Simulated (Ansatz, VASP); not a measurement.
# Si in VASP and in Ansatz

```
Si
1.0
     0.00000    2.71577    2.71577
     2.71577    0.00000    2.71577
     2.71577    2.71577    0.00000
Si
2
Direct
  0.87500 0.87500 0.87500
  0.12500 0.12500 0.12500
```

Alike in both runs: task relaxation of cell and atoms; functional LDA; k mesh 11 × 11 × 11; occupations fermi-dirac, width 0.02 eV; no spin polarisation.

|  | VASP | Ansatz |
| --- | --- | --- |
| version | VASP 6.6.1 | Ansatz 0.2.0 |
| potentials or method | VASP PAW LDA potentials, release 64 (Si) | PAW with Ansatz's default frozen-core files, scalar-relativistic |
| plane-wave cutoff (eV) | 600 | 420 |
| valence electrons in the cell | 8 | 8 |

VASP gave:

* relaxed volume (Å³/atom): 19.72
* relaxed cell length with the largest relative difference (Å): 3.820

Problem. What did Ansatz give for the same quantities?

Solution. Relaxed volume (Å³/atom): 19.70; relaxed cell length with the largest relative difference (Å): 3.820.

LDA's correlation is that of Perdew and Zunger in VASP and of Perdew and Wang (1992) in Ansatz.
